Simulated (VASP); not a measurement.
# PbSe (I4/mmm) in VASP: a series of runs

The runs below take PbSe through single point, with PBE, r2SCAN.

Program: VASP 6.6.1. These are calculated values, not measurements. Logs are shortened: lines on timing, memory, paths and dates and some standing lists are left out, and cuts for length are marked.

### 1 The cell of the first run

Symmetry: I4/mmm, No. 139, tetragonal system. Conventional cell: a = 4.368 Å, b = 4.368 Å, c = 6.425 Å, α = 90.00°, β = 90.00°, γ = 90.00°. Within 4.1 Å of Pb (site symmetry 4/mmm) lie 6 Se at 3.09 to 3.21 Å. Se (site symmetry 4/mmm) has 6 Pb at 3.09 to 3.21 Å within 4.1 Å.

### 2 Single point, PBE (uniaxial z strain +4.0%)

INCAR

```
SYSTEM = PbSe
PREC = Accurate ; ENCUT = 520
EDIFF = 1E-6 ; ISMEAR = -1
SIGMA = 0.02 ; LREAL = .False.
LASPH = .True. ; NELM = 80
ALGO = Normal ; ISIF = 2
LWAVE = .False. ; LCHARG = .False.
GGA = PE ; NBANDS = 17
```

KPOINTS

```
Automatic mesh
0
Gamma
  8 8 8
  0 0 0
```

POSCAR

```
PbSe
1.0
    0.0000000000      3.0887022195      3.2122503083
    3.0887022195      0.0000000000      3.2122503083
    3.0887022195      3.0887022195      0.0000000000
Pb Se
1 1
Direct
    0.0000000000      0.0000000000      0.0000000000
    0.5000000000      0.5000000000      0.5000000000
```

Potentials or basis: VASP PAW PBE potentials, release 64 (Pb_d, Se).

The run is started by

```sh
$ cat potpaw_PBE.64/Pb_d/POTCAR potpaw_PBE.64/Se/POTCAR > POTCAR
$ mpirun -np 1 vasp_std > vasp.out
```

OUTCAR:

```text
SYSTEM = PbSe
   PREC = Accurate
   ENCUT = 520
   EDIFF = 1E-6
   ISMEAR = -1
   LREAL = .False.
   LASPH = .True.
   NELM = 80
   ISIF = 2
   GGA = PE

 ion  position               nearest neighbor table
   1  0.000  0.000  0.000-   2 3.09   2 3.09   2 3.09   2 3.09   2 3.21   2 3.21
   2  0.500  0.500  0.500-   1 3.09   1 3.09   1 3.09   1 3.09   1 3.21   1 3.21

  LATTYP: Found a body centered tetragonal cell.
 ALAT       =     4.3680845689
 C/A-ratio  =     1.4707821049

  Lattice vectors:

 A1 = (  -3.0887022195,   0.0000000000,   3.2122503083)
 A2 = (   3.0887022195,   0.0000000000,   3.2122503083)
 A3 = (   0.0000000000,   3.0887022195,  -3.2122503083)

Analysis of symmetry for initial positions (statically):
=====================================================================
 Subroutine PRICEL returns:
 Original cell was already a primitive cell.

 Routine SETGRP: Setting up the symmetry group for a
 body centered tetragonal supercell.

 Subroutine GETGRP returns: Found 16 space group operations
 (whereof 16 operations were pure point group operations)
 out of a pool of 16 trial point group operations.

The static configuration has the point symmetry D_4h.

Analysis of symmetry for dynamics (positions and initial velocities):
=====================================================================
 Subroutine PRICEL returns:
 Original cell was already a primitive cell.

 Routine SETGRP: Setting up the symmetry group for a
 body centered tetragonal supercell.

 Subroutine GETGRP returns: Found 16 space group operations
 (whereof 16 operations were pure point group operations)
 out of a pool of 16 trial point group operations.

The dynamic configuration has the point symmetry D_4h.

 Subroutine INISYM returns: Found 16 space group operations
 (whereof 16 operations are pure point group operations),
 and found     1 'primitive' translations

----------------------------------------------------------------------------------------

                                     Primitive cell

  volume of cell :      61.2903

  direct lattice vectors                    reciprocal lattice vectors
     0.000000000  3.088702220  3.212250308    -0.161880286  0.161880286  0.155654122
     3.088702220  0.000000000  3.212250308     0.161880286 -0.161880286  0.155654122
     3.088702220  3.088702220  0.000000000     0.161880286  0.161880286 -0.155654122

  length of vectors
     4.456302665  4.456302665  4.368084569     0.276836883  0.276836883  0.276836883

  position of ions in fractional coordinates (direct lattice)
     0.000000000  0.000000000  0.000000000
     0.500000000  0.500000000  0.500000000

  ion indices of the primitive-cell ions
   primitive index   ion index
                 1           1
                 2           2

----------------------------------------------------------------------------------------

 KPOINTS: Automatic mesh

Automatic generation of k-mesh.
 Grid dimensions read from file:
 generate k-points for:    8    8    8

 Generating k-lattice:

  Cartesian coordinates                     Fractional coordinates (reciprocal lattice)
    -0.020235036  0.020235036  0.019456765     0.125000000  0.000000000  0.000000000
     0.020235036 -0.020235036  0.019456765     0.000000000  0.125000000  0.000000000
     0.020235036  0.020235036 -0.019456765     0.000000000  0.000000000  0.125000000

  Length of vectors
     0.034604610  0.034604610  0.034604610

  Shift w.r.t. Gamma in fractional coordinates (k-lattice)
     0.000000000  0.000000000  0.000000000

 Subroutine IBZKPT returns following result:
 ===========================================

 Found     59 irreducible k-points:

 Following reciprocal coordinates:
            Coordinates               Weight
  0.000000  0.000000  0.000000      1.000000
  0.125000  0.000000  0.000000      8.000000
  0.250000  0.000000  0.000000      8.000000
  0.375000  0.000000  0.000000      8.000000
  0.500000  0.000000  0.000000      4.000000
  0.125000  0.125000  0.000000      2.000000
[... 16 lines left out ...]
  0.250000  0.000000  0.125000     16.000000
  0.375000  0.000000  0.125000     16.000000
 [... further k-points ...]
   k-points           NKPTS =     59   k-points in BZ     NKDIM =     59   number of bands    NBANDS=     17
   number of dos      NEDOS =    301   number of ions     NIONS =      2
   total plane-waves  NPLWV =  41472
   dimension x,y,z NGX =    36 NGY =   36 NGZ =   32
   dimension x,y,z NGXF=    72 NGYF=   72 NGZF=   64
   ions per type =               1   1
   NGX,Y,Z   is equivalent  to a cutoff of  13.43, 13.43, 12.18 a.u.
   NGXF,Y,Z  is equivalent  to a cutoff of  26.86, 26.86, 24.36 a.u.
 SYSTEM =  PbSe
   PREC   = accura    normal or accurate (medium, high low for compatibility)
   ISTART =      0    job   : 0-new  1-cont  2-samecut
   ICHARG =      2    charge: 1-file 2-atom 10-const
   ISPIN  =      1    spin polarized calculation?
   LNONCOLLINEAR =      F non collinear calculations
   LSORBIT =      F    spin-orbit coupling
   LASPH  =      T    aspherical Exc in radial PAW
   ENCUT  =  520.0 eV  38.22 Ry    6.18 a.u.   8.29  8.29  8.12*2*pi/ulx,y,z
   NELM   =     80;   NELMIN=  2; NELMDL= -5     # of ELM steps
   EDIFF  = 0.1E-05   stopping-criterion for ELM
   LREAL  =      F    real-space projection
   EDIFFG = 0.1E-04   stopping-criterion for IOM
   NSW    =      0    number of steps for IOM
   IBRION =     -1    ionic relax: 0-MD 1-quasi-New 2-CG
   NFREE  =      0    steps in history (QN), initial steepest desc. (CG)
   ISIF   =      2    stress and relaxation
   ISYM   =      2    0-nonsym 1-usesym 2-fastsym
   POTIM  = 0.5000    time-step for ionic-motion
   TEBEG  =    0.0;   TEEND  =   0.0 temperature during run
   PSTRESS=    0.0 pullay stress
   NELECT =      20.0000    total number of electrons
   NUPDOWN=      -1.0000    fix difference up-down
   EMIN   =  10.00;   EMAX   =-10.00  energy-range for DOS
   EFERMI =   0.00;   METHOD = LEGACY
   ISMEAR =    -1;   SIGMA  =   0.02  broadening in eV -4-tet -1-fermi 0-gaus
   EFERMI_NEDOS =   21; number of points for ismear=-14 and -15
   IALGO  =     38    algorithm
   IMIX   =      4    mixing-type and parameters
     AMIX     =   0.40;   BMIX     =  1.00
     AMIX_MAG =   1.60;   BMIX_MAG =  1.00
  volume/ion in A,a.u.               =      30.65       206.80
  Fermi-wavevector in a.u.,A,eV,Ry     =   1.127079  2.129870 17.283576  1.270307
  Thomas-Fermi vector in A             =   2.263764
   LORBIT       =      0    0 simple, 1 ext, 2 COOP (PROOUT), +10 PAW based schemes
   GGA     = PE    functional components
   LHFCALC =     F    Hartree Fock is set to
   AEXX    =    0.0000 exact exchange contribution
   IVDW    =     0    specifies the selected vdW correction
   LEPSILON=     F    determine dielectric tensor
   LRPA    =     F    only Hartree local field effects (RPA)
 non-spin polarized calculation
  energy-cutoff  :      520.00
  volume of cell :       61.29
 maximum number of plane-waves:      1680
 NGX is ok and might be reduce to    36
   NGX = 17   NGY = 17   NGZ = 17

 number of electron      20.0000002 magnetization

 Free energy of the ion-electron system (eV)
  ---------------------------------------------------
  ext. energy  EPLUGINS =         0.00000000
  ---------------------------------------------------
  free energy    TOTEN  =        -8.17817849 eV

  energy without entropy =       -8.17817841  energy(sigma->0) =       -8.17817845

 E-fermi :   4.4855     XC(G=0):  -9.2238

 val. band max:        4.2564171763   @ k =   0.5000   0.0000   0.0000
 cond. band min:       4.7146150528   @ k =   0.5000   0.0000   0.0000
 fundamental gap:      0.4581978766
 Fermi energy:         4.4855126911

 k-point     1 :       0.0000    0.0000    0.0000
  band No.  band energies     occupation
      1     -12.4781      2.00000
      2     -12.4744      2.00000
      3     -12.4744      2.00000
      4     -12.4603      2.00000
      5     -12.4502      2.00000
      6      -8.7881      2.00000
[... 9 lines left out ...]
     16      11.0129      0.00000
     17      11.9996      0.00000

 k-point     2 :       0.1250    0.0000    0.0000
  band No.  band energies     occupation
      1     -12.4793      2.00000
      2     -12.4733      2.00000
      3     -12.4723      2.00000
      4     -12.4575      2.00000
      5     -12.4520      2.00000
      6      -8.6836      2.00000
[... 9 lines left out ...]
     16      11.3143      0.00000
     17      12.9796      0.00000

 k-point     3 :       0.2500    0.0000    0.0000
  band No.  band energies     occupation
      1     -12.4837      2.00000
      2     -12.4711      2.00000
      3     -12.4703      2.00000
      4     -12.4534      2.00000
      5     -12.4491      2.00000
      6      -8.3997      2.00000
[... 9 lines left out ...]
     16      12.1010      0.00000
     17      14.7858      0.00000

 k-point     4 :       0.3750    0.0000    0.0000
  band No.  band energies     occupation
      1     -12.4886      2.00000
      2     -12.4737      2.00000
      3     -12.4696      2.00000
      4     -12.4492      2.00000
      5     -12.4396      2.00000
      6      -8.0490      2.00000
[... 9 lines left out ...]
     16      13.3795      0.00000
     17      15.4003      0.00000
[... 343 lines left out ...]
      1     -12.4766      2.00000
      2     -12.4765      2.00000
      3     -12.4703      2.00000
      4     -12.4559      2.00000
      5     -12.4544      2.00000
      6      -8.6426      2.00000
[... 9 lines left out ...]
     16      11.9314      0.00000
     17      12.3361      0.00000

 k-point    23 :       0.2500    0.0000    0.1250
  band No.  band energies     occupation
      1     -12.4800      2.00000
      2     -12.4762      2.00000
      3     -12.4683      2.00000
      4     -12.4594      2.00000
      5     -12.4465      2.00000
      6      -8.4109      2.00000
[... 9 lines left out ...]
     16      12.7273      0.00000
     17      13.5784      0.00000

 k-point    24 :       0.3750    0.0000    0.1250
  band No.  band energies     occupation
      1     -12.4868      2.00000
      2     -12.4741      2.00000
      3     -12.4726      2.00000
      4     -12.4552      2.00000
      5     -12.4377      2.00000
      6      -8.0732      2.00000
[... 9 lines left out ...]
     16      13.9345      0.00000
     17      15.0754      0.00000

 [... further k-points ...]
[... 5 lines left out ...]
  --------------------------------------------------------------------------------------
  -------------------------------------------------------------------------------------
  Total        0.1570177      0.1570177     -1.1409840      0.0000000     -0.0000000     -0.0000000
  in kB        4.1045716      4.1045716    -29.8262516      0.0000000     -0.0000000     -0.0000000
  external PRESSURE =      -7.2057028 kB  Pullay stress =       0.0000000 kB

 VOLUME and BASIS-vectors are now :
 -----------------------------------------------------------------------------
  energy-cutoff  :      520.00
  volume of cell :       61.29
      direct lattice vectors                 reciprocal lattice vectors
     0.000000000  3.088702220  3.212250308    -0.161880286  0.161880286  0.155654122
     3.088702220  0.000000000  3.212250308     0.161880286 -0.161880286  0.155654122
     3.088702220  3.088702220  0.000000000     0.161880286  0.161880286 -0.155654122

 POSITION                                       TOTAL-FORCE (eV/Angst)
 -----------------------------------------------------------------------------------
      0.00000      0.00000      0.00000        -0.000000     -0.000000     -0.000000
      3.08870      3.08870      3.21225         0.000000      0.000000      0.000000
 -----------------------------------------------------------------------------------
    total drift:                                0.000000      0.000000      0.000000

  FREE ENERGIE OF THE ION-ELECTRON SYSTEM (eV)
  ---------------------------------------------------
  free  energy   TOTEN  =        -8.1781784889 eV

  energy  without entropy=       -8.1781784064  energy(sigma->0) =       -8.17817845
```

Run time: 82 s. Hardware: 1 thread of Intel Xeon 8259CL, shared host; peak memory 0.23 GiB.

Results:

* Free energy: -8.1782 eV
* Pressure: -0.7 GPa
* Band gap on the k mesh: 0.46 eV

Caveat: the cell differs from its parent crystal (uniaxial z strain +4.0%); spin-orbit coupling is left out, which moves the levels of the heavy elements.

### 3 Single point, r2SCAN (uniaxial z strain -2.0%)

POSCAR

```
PbSe
1.0
    0.0000000000      3.0887022195      3.0269281751
    3.0887022195      0.0000000000      3.0269281751
    3.0887022195      3.0887022195      0.0000000000
Pb Se
1 1
Direct
    0.0000000000      0.0000000000      0.0000000000
    0.5000000000      0.5000000000      0.5000000000
```

INCAR.step1

```
PREC = Accurate
ENCUT = 520
ISMEAR = 0
SIGMA = 0.01
LREAL = F
LASPH = T
NELM = 100
NBANDS = 17
GGA = PE
ALGO = Normal
EDIFF = 1E-4
LWAVE = T
LCHARG = F
```

INCAR.step2

```
PREC = Accurate
ENCUT = 520
EDIFF = 1E-6
ISMEAR = 0
SIGMA = 0.01
LREAL = F
LASPH = T
NELM = 100
ALGO = Normal
ISIF = 2
LWAVE = F
LCHARG = F
METAGGA = R2SCAN
LMIXTAU = T
NBANDS = 17
ISTART = 1
```

KPOINTS

```
Automatic mesh
0
Gamma
  8 8 8
```

Potentials or basis: VASP PAW PBE potentials, release 64 (Pb_d, Se).

The run is started by

```sh
$ cat potpaw_PBE.64/Pb_d/POTCAR potpaw_PBE.64/Se/POTCAR > POTCAR
$ cp INCAR.step1 INCAR
$ mpirun -np 1 vasp_std > vasp.out
$ cp INCAR.step2 INCAR
$ mpirun -np 1 vasp_std > vasp.out
```

Wall time 3 min (1 thread of Intel Xeon 8259CL, shared host); peak memory 0.22 GiB.

It converged, with:

```
Free energy            : -71.9286 eV
Pressure               : 1.2 GPa
Band gap on the k mesh : 0.59 eV
```

Stress tensor (GPa, compression positive):
```
0.30 0.00 0.00
0.00 0.30 0.00
0.00 0.00 2.95
```

Levels at points of the mesh, in eV from the valence-band top:
```csv
k point,band 7,band 8,band 9,band 10,band 11,band 12,band 13,band 14
"(0.00, 0.00, 0.00)",-6.37,-2.13,-1.94,-1.94,4.86,4.86,5.35,6.93
"(0.50, 0.00, 0.00)",-9.04,-1.61,-1.57,0.00,0.59,1.87,1.99,9.07
"(0.50, 0.50, 0.00)",-7.61,-5.13,-3.38,-3.38,3.99,5.89,5.89,6.62
"(0.50, 0.00, 0.50)",-7.51,-5.09,-3.45,-3.23,4.07,5.75,6.25,6.35
```

Caveat: the cell differs from its parent crystal (uniaxial z strain -2.0%); the PAW data sets were made with another functional, which shifts forces and pressure a little; spin-orbit coupling is left out, which moves the levels of the heavy elements. A k mesh can miss the band edges.

[end of part 1 of 2]
